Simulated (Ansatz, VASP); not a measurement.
One calculation of Bi, two programs

```
CELL_PARAMETERS angstrom
0.00000 2.76669 2.76697
1.96208 0.00000 2.76697
1.96208 2.76669 0.00000
ATOMIC_POSITIONS crystal
Bi 0.00000 0.00000 0.00000
```

Alike in both runs: functional PBEsol; k mesh 20 × 20 × 20; occupations gaussian, width 0.1 eV; no spin polarisation.

Ansatz relaxed the structure, and its values are those at the end. VASP's run is a single point on that final structure, the one shown.

```csv
,VASP,Ansatz
version,VASP 6.6.1,Ansatz 0.2.0
potentials or method,"VASP PAW PBE potentials, release 64 (Bi_d), cutoff 520 eV","scalar-relativistic, plane waves, PAW"
valence electrons in the cell,15,15
```

|  | VASP | Ansatz | Ansatz less VASP |
| --- | --- | --- | --- |
| gap on the k mesh at the Fermi level (eV) | none | none | - |
| pressure (GPa) | -0.1 | 0.0 | +0.09 |

VASP's potentials were made for PBE, not for PBEsol. A gap of «none» marks a metal or a gap that the smearing closes.

Spin-orbit coupling is off throughout.
